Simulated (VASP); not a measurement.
# InPd (Pmm2) in VASP: further runs

Runs on InPd. Level: PBEsol. Tasks: single point.

Program: VASP 6.6.1. These are calculated values, not measurements. Logs are shortened: lines on timing, memory, paths and dates and some standing lists are left out, and cuts for length are marked.

## (1) The cell of the first run

It takes space group Pmm2 (No. 25, orthorhombic). The conventional cell has a = 3.171 Å, b = 3.398 Å, c = 3.171 Å, α = 90.00°, β = 90.00°, γ = 90.00°. Within 3.6 Å of In (site symmetry mm2) lie 8 Pd at 2.74 to 2.89 Å and 6 In at 3.17 to 3.40 Å. Pd (site symmetry mm2) has 8 In at 2.74 to 2.89 Å and 6 Pd at 3.17 to 3.40 Å within 3.6 Å.

## (2) Single point, PBEsol (mode 4 frozen in at -0.070 Å, strain +e along z and -e/2 along x and y +0.0467)

INCAR reads:

```
SYSTEM = InPd
ALGO = Fast
EDIFF = 1E-7
ENCUT = 520
GGA = PS
ISIF = 2
ISMEAR = 0
LASPH = .True.
LCHARG = .False.
LREAL = .False.
LWAVE = .False.
NBANDS = 18
NELM = 100
PREC = Accurate
SIGMA = 0.15
```

KPOINTS reads:

```
k-points
0
Gamma
  14 14 14
  0 0 0
```

POSCAR reads:

```
InPd
1.0
    3.1708198434      0.0000000000      0.0000000000
    0.0000000000      3.1708198434      0.0000000000
    0.0000000000      0.0000000000      3.3982461783
In Pd
1 1
Direct
   -0.0198696357      0.0000000000      0.0000000000
    0.5214376229      0.5000000000      0.5000000000
```

Potentials or basis: VASP PAW PBE potentials, release 64 (In_d, Pd).

Run with:

```bash
$ cat potpaw_PBE.64/In_d/POTCAR potpaw_PBE.64/Pd/POTCAR > POTCAR
$ mpirun -np 1 vasp_std > vasp.out
```

OUTCAR:

```text
SYSTEM = InPd
   EDIFF = 1E-7
   ENCUT = 520
   GGA = PS
   ISIF = 2
   ISMEAR = 0
   LASPH = .True.
   LREAL = .False.
   NELM = 100
   PREC = Accurate

 ion  position               nearest neighbor table
   1  0.980  0.000  0.000-   2 2.74   2 2.74   2 2.74   2 2.74   2 2.89   2 2.89   2 2.89   2 2.89

   2  0.521  0.500  0.500-   1 2.74   1 2.74   1 2.74   1 2.74   1 2.89   1 2.89   1 2.89   1 2.89

  LATTYP: Found a simple tetragonal cell.
 ALAT       =     3.1708198434
 C/A-ratio  =     1.0717247734

  Lattice vectors:

 A1 = (   3.1708198434,   0.0000000000,   0.0000000000)
 A2 = (   0.0000000000,   3.1708198434,   0.0000000000)
 A3 = (   0.0000000000,   0.0000000000,   3.3982461783)

Analysis of symmetry for initial positions (statically):
=====================================================================
 Subroutine PRICEL returns:
 Original cell was already a primitive cell.

 Routine SETGRP: Setting up the symmetry group for a
 simple tetragonal supercell.

 Subroutine GETGRP returns: Found  4 space group operations
 (whereof  4 operations were pure point group operations)
 out of a pool of 16 trial point group operations.

The static configuration has the point symmetry C_2v.

Analysis of symmetry for dynamics (positions and initial velocities):
=====================================================================
 Subroutine PRICEL returns:
 Original cell was already a primitive cell.

 Routine SETGRP: Setting up the symmetry group for a
 simple tetragonal supercell.

 Subroutine GETGRP returns: Found  4 space group operations
 (whereof  4 operations were pure point group operations)
 out of a pool of 16 trial point group operations.

The dynamic configuration has the point symmetry C_2v.

 Subroutine INISYM returns: Found  4 space group operations
 (whereof  4 operations are pure point group operations),
 and found     1 'primitive' translations

----------------------------------------------------------------------------------------

                                     Primitive cell

  volume of cell :      34.1663

  direct lattice vectors                    reciprocal lattice vectors
     3.170819843  0.000000000  0.000000000     0.315375849  0.000000000  0.000000000
     0.000000000  3.170819843  0.000000000     0.000000000  0.315375849  0.000000000
     0.000000000  0.000000000  3.398246178     0.000000000  0.000000000  0.294269440

  length of vectors
     3.170819843  3.170819843  3.398246178     0.315375849  0.315375849  0.294269440

  position of ions in fractional coordinates (direct lattice)
     0.980130364  0.000000000  0.000000000
     0.521437623  0.500000000  0.500000000

  ion indices of the primitive-cell ions
   primitive index   ion index
                 1           1
                 2           2

----------------------------------------------------------------------------------------

 KPOINTS: k-points

Automatic generation of k-mesh.
 Grid dimensions read from file:
 generate k-points for:   14   14   14

 Generating k-lattice:

  Cartesian coordinates                     Fractional coordinates (reciprocal lattice)
     0.022526846  0.000000000  0.000000000     0.071428571  0.000000000  0.000000000
     0.000000000  0.022526846  0.000000000     0.000000000  0.071428571  0.000000000
     0.000000000  0.000000000  0.021019246     0.000000000  0.000000000  0.071428571

  Length of vectors
     0.022526846  0.022526846  0.021019246

  Shift w.r.t. Gamma in fractional coordinates (k-lattice)
     0.000000000  0.000000000  0.000000000

 Subroutine IBZKPT returns following result:
 ===========================================

 Found    512 irreducible k-points:

 Following reciprocal coordinates:
            Coordinates               Weight
  0.000000  0.000000  0.000000      1.000000
  0.071429  0.000000  0.000000      2.000000
  0.000000  0.071429  0.000000      2.000000
  0.142857  0.000000  0.000000      2.000000
  0.000000  0.142857  0.000000      2.000000
  0.214286  0.000000  0.000000      2.000000
[... 16 lines left out ...]
  0.357143  0.071429  0.000000      4.000000
 -0.071429  0.357143  0.000000      4.000000
 [... further k-points ...]
   k-points           NKPTS =    512   k-points in BZ     NKDIM =    512   number of bands    NBANDS=     18
   number of dos      NEDOS =    301   number of ions     NIONS =      2
   total plane-waves  NPLWV =  16128
   dimension x,y,z NGX =    24 NGY =   24 NGZ =   28
   dimension x,y,z NGXF=    48 NGYF=   48 NGZF=   56
   ions per type =               1   1
   NGX,Y,Z   is equivalent  to a cutoff of  12.58, 12.58, 13.70 a.u.
   NGXF,Y,Z  is equivalent  to a cutoff of  25.17, 25.17, 27.40 a.u.
 SYSTEM =  InPd
   PREC   = accura    normal or accurate (medium, high low for compatibility)
   ISTART =      0    job   : 0-new  1-cont  2-samecut
   ICHARG =      2    charge: 1-file 2-atom 10-const
   ISPIN  =      1    spin polarized calculation?
   LNONCOLLINEAR =      F non collinear calculations
   LSORBIT =      F    spin-orbit coupling
   LASPH  =      T    aspherical Exc in radial PAW
   ENCUT  =  520.0 eV  38.22 Ry    6.18 a.u.   5.90  5.90  6.32*2*pi/ulx,y,z
   NELM   =    100;   NELMIN=  2; NELMDL= -5     # of ELM steps
   EDIFF  = 0.1E-06   stopping-criterion for ELM
   LREAL  =      F    real-space projection
   EDIFFG = 0.1E-05   stopping-criterion for IOM
   NSW    =      0    number of steps for IOM
   IBRION =     -1    ionic relax: 0-MD 1-quasi-New 2-CG
   NFREE  =      0    steps in history (QN), initial steepest desc. (CG)
   ISIF   =      2    stress and relaxation
   ISYM   =      2    0-nonsym 1-usesym 2-fastsym
   POTIM  = 0.5000    time-step for ionic-motion
   TEBEG  =    0.0;   TEEND  =   0.0 temperature during run
   PSTRESS=    0.0 pullay stress
   NELECT =      23.0000    total number of electrons
   NUPDOWN=      -1.0000    fix difference up-down
   EMIN   =  10.00;   EMAX   =-10.00  energy-range for DOS
   EFERMI =   0.00;   METHOD = LEGACY
   ISMEAR =     0;   SIGMA  =   0.15  broadening in eV -4-tet -1-fermi 0-gaus
   EFERMI_NEDOS =   21; number of points for ismear=-14 and -15
   IALGO  =     68    algorithm
   IMIX   =      4    mixing-type and parameters
     AMIX     =   0.40;   BMIX     =  1.00
     AMIX_MAG =   1.60;   BMIX_MAG =  1.00
  volume/ion in A,a.u.               =      17.08       115.28
  Fermi-wavevector in a.u.,A,eV,Ry     =   1.434778  2.711338 28.008799  2.058589
  Thomas-Fermi vector in A             =   2.554149
   LORBIT       =      0    0 simple, 1 ext, 2 COOP (PROOUT), +10 PAW based schemes
   GGA     = PS    functional components
   LHFCALC =     F    Hartree Fock is set to
   AEXX    =    0.0000 exact exchange contribution
   IVDW    =     0    specifies the selected vdW correction
   LEPSILON=     F    determine dielectric tensor
   LRPA    =     F    only Hartree local field effects (RPA)
 non-spin polarized calculation
 RMM-DIIS sequential band-by-band and
 Gauss-broadening in eV      SIGMA  =   0.15
  energy-cutoff  :      520.00
  volume of cell :       34.17
 maximum number of plane-waves:       952
   NGX = 11   NGY = 11   NGZ = 13

 number of electron      23.0000009 magnetization

 Free energy of the ion-electron system (eV)
  ---------------------------------------------------
  ext. energy  EPLUGINS =         0.00000000
  ---------------------------------------------------
  free energy    TOTEN  =        -9.96099959 eV

  energy without entropy =       -9.95277083  energy(sigma->0) =       -9.95688521

 E-fermi :  10.7570     XC(G=0): -12.5408

 val. band max:       10.7491118007   @ k =   0.5000   0.3571   0.2857
 cond. band min:      10.7614780304   @ k =  -0.2857   0.3571   0.0000
 fundamental gap:      0.0123662298
 Fermi energy:        10.7569961535

 k-point     1 :       0.0000    0.0000    0.0000
  band No.  band energies     occupation
      1      -4.2949      2.00000
      2      -4.1955      2.00000
      3      -3.8042      2.00000
      4      -3.7986      2.00000
      5      -3.7537      2.00000
      6       0.3809      2.00000
[... 10 lines left out ...]
     17      21.8989      0.00000
     18      26.0820      0.00000

 k-point     2 :       0.0714    0.0000    0.0000
  band No.  band energies     occupation
      1      -4.2790      2.00000
      2      -4.1857      2.00000
      3      -3.8064      2.00000
      4      -3.8022      2.00000
      5      -3.7611      2.00000
      6       0.4669      2.00000
[... 10 lines left out ...]
     17      22.4554      0.00000
     18      26.1177      0.00000

 k-point     3 :       0.0000    0.0714    0.0000
  band No.  band energies     occupation
      1      -4.2786      2.00000
      2      -4.1859      2.00000
      3      -3.8119      2.00000
      4      -3.7967      2.00000
      5      -3.7612      2.00000
      6       0.4671      2.00000
[... 10 lines left out ...]
     17      22.5669      0.00000
     18      26.1103      0.00000

 k-point     4 :       0.1429    0.0000    0.0000
  band No.  band energies     occupation
      1      -4.2439      2.00000
      2      -4.1485      2.00000
      3      -3.8280      2.00000
      4      -3.7963      2.00000
      5      -3.7818      2.00000
      6       0.7247      2.00000
[... 375 lines left out ...]
      4      -3.8593      2.00000
      5      -3.7850      2.00000
      6       1.8317      2.00000
[... 10 lines left out ...]
     17      24.4614      0.00000
     18      24.8003      0.00000

 k-point    23 :       0.3571    0.0714    0.0000
  band No.  band energies     occupation
      1      -4.1527      2.00000
      2      -3.9256      2.00000
      3      -3.8937      2.00000
      4      -3.8881      2.00000
      5      -3.7806      2.00000
      6       2.5704      2.00000
[... 10 lines left out ...]
     17      23.0798      0.00000
     18      23.1290      0.00000

 k-point    24 :      -0.0714    0.3571    0.0000
  band No.  band energies     occupation
      1      -4.1538      2.00000
      2      -3.9297      2.00000
      3      -3.8946      2.00000
      4      -3.8864      2.00000
      5      -3.7785      2.00000
      6       2.5782      2.00000
[... 10 lines left out ...]
     17      23.0546      0.00000
     18      23.2002      0.00000

 [... further k-points ...]
[... 5 lines left out ...]
  --------------------------------------------------------------------------------------
  -------------------------------------------------------------------------------------
  Total        0.3104900      0.4515108      0.0575326      0.0000000      0.0000000      0.0000000
  in kB       14.5599598     21.1729190      2.6979046      0.0000000      0.0000000      0.0000000
  external PRESSURE =      12.8102611 kB  Pullay stress =       0.0000000 kB

 VOLUME and BASIS-vectors are now :
 -----------------------------------------------------------------------------
  energy-cutoff  :      520.00
  volume of cell :       34.17
      direct lattice vectors                 reciprocal lattice vectors
     3.170819843  0.000000000  0.000000000     0.315375849  0.000000000  0.000000000
     0.000000000  3.170819843  0.000000000     0.000000000  0.315375849  0.000000000
     0.000000000  0.000000000  3.398246178     0.000000000  0.000000000  0.294269440

 POSITION                                       TOTAL-FORCE (eV/Angst)
 -----------------------------------------------------------------------------------
      3.10782      0.00000      0.00000         0.536806      0.000000      0.000000
      1.65338      1.58541      1.69912        -0.536806      0.000000      0.000000
 -----------------------------------------------------------------------------------
    total drift:                                0.000118     -0.000000      0.000002

  FREE ENERGIE OF THE ION-ELECTRON SYSTEM (eV)
  ---------------------------------------------------
  free  energy   TOTEN  =        -9.9609995854 eV

  energy  without entropy=       -9.9527708304  energy(sigma->0) =       -9.95688521
```

Wall time 2.4 min (1 thread of Intel Xeon Platinum 8488C (Sapphire Rapids), shared host); peak memory 0.42 GiB.

What came out:

```yaml
Free_energy: -9.9610 eV
Pressure: 1.3 GPa
Largest_force: 0.537 eV/Å
```

Forces on the atoms (eV/Å):
```
In   0.537  0.000  0.000
Pd  -0.537  0.000  0.000
```

Stress tensor (GPa, compression positive):
```
1.46 0.00 0.00
0.00 2.12 0.00
0.00 0.00 0.27
```

Caveat: the cell differs from its parent crystal (mode 4 frozen in at -0.070 Å, strain +e along z and -e/2 along x and y +0.0467); the PAW data sets were made with another functional, which shifts forces and pressure a little; spin-orbit coupling is left out, which moves the levels of the heavy elements.

## (3) Single point, PBEsol (mode 4 frozen in at -0.087 Å, strain +e along z and -e/2 along x and y +0.0700)

INCAR reads:

```
SYSTEM = InPd
PREC     = Accurate       ! precision mode
ENCUT    = 520            ! plane-wave cutoff, eV
EDIFF    = 1E-7           ! SCF threshold, eV
ISMEAR   = 0              ! smearing method
SIGMA    = 0.15           ! smearing width, eV
LREAL    = .False.        ! projectors in reciprocal space
LASPH    = .True.         ! aspherical terms in the spheres
NELM     = 100            ! most SCF steps
ALGO     = Fast           ! electronic algorithm
ISIF     = 2              ! what is computed and relaxed
LWAVE    = .False.        ! write WAVECAR
LCHARG   = .True.         ! write CHGCAR
GGA      = PS             ! functional
LELF     = .True.         ! ELF
LVHAR    = .True.       
NBANDS   = 18             ! bands
```

KPOINTS reads:

```
regular mesh
0
Gamma
  14 14 14
  0 0 0
```

POSCAR reads:

```
InPd
1.0
    3.1329966199      0.0000000000      0.0000000000
    0.0000000000      3.1329966199      0.0000000000
    0.0000000000      0.0000000000      3.4738926252
In Pd
1 1
Direct
   -0.0248370446      0.0000000000      0.0000000000
    0.5267970286      0.5000000000      0.5000000000
```

Potentials or basis: VASP PAW PBE potentials, release 64 (In_d, Pd).

Run with:

```bash
$ cat potpaw_PBE.64/In_d/POTCAR potpaw_PBE.64/Pd/POTCAR > POTCAR
$ mpirun -np 1 vasp_std > vasp.out
```

It took 3.3 min on 1 thread of AMD EPYC 9R45 (Zen 5), shared host; peak memory 0.39 GiB.

Results (log left out):

| Property | Result |
| --- | --- |
| Free energy | -9.9328 eV |
| Pressure | 2.0 GPa |
| Largest force | 0.640 eV/Å |

Forces in eV/Å, atoms in the order of the input:
```
In   0.640  0.000  0.000
Pd  -0.640  0.000  0.000
```

Stress tensor (GPa, compression positive):
```
2.13 0.00 0.00
0.00 3.13 0.00
0.00 0.00 0.86
```

Levels at points of the mesh, in eV from the Fermi level:
```
           k point  band 8  band 9  band 10  band 11  band 12  band 13  band 14  band 15  band 16  band 17
(0.00, 0.00, 0.00)   -4.00   -2.45    -2.45    -2.18     2.37     5.18     5.31     8.29    11.25    11.46
(0.50, 0.00, 0.00)   -3.96   -3.84    -3.18    -2.52    -0.79     8.32     8.80     9.52    10.66    10.85
(0.00, 0.50, 0.00)   -3.94   -3.86    -3.15    -2.49    -0.82     8.65     8.84     9.22    10.23    10.79
(0.50, 0.50, 0.00)   -3.05   -3.01    -2.18    -2.05    -1.52     1.89     3.18     8.37    10.36    10.38
(0.00, 0.00, 0.50)   -4.12   -3.22    -3.16    -2.23    -1.91     9.27     9.91    10.69    11.12    11.42
(0.50, 0.00, 0.50)   -2.95   -2.73    -2.66    -2.32    -1.92     1.28     2.24    10.43    11.74    12.16
(0.00, 0.50, 0.50)   -3.04   -2.84    -2.54    -2.29    -1.93     1.29     2.27    10.51    11.85    12.24
(0.50, 0.50, 0.50)   -5.06   -1.97    -1.50     0.05     3.34     3.60     3.79     4.04     4.48     5.47
```

Caveat: the cell differs from its parent crystal (mode 4 frozen in at -0.087 Å, strain +e along z and -e/2 along x and y +0.0700); the PAW data sets were made with another functional, which shifts forces and pressure a little; spin-orbit coupling is left out, which moves the levels of the heavy elements.
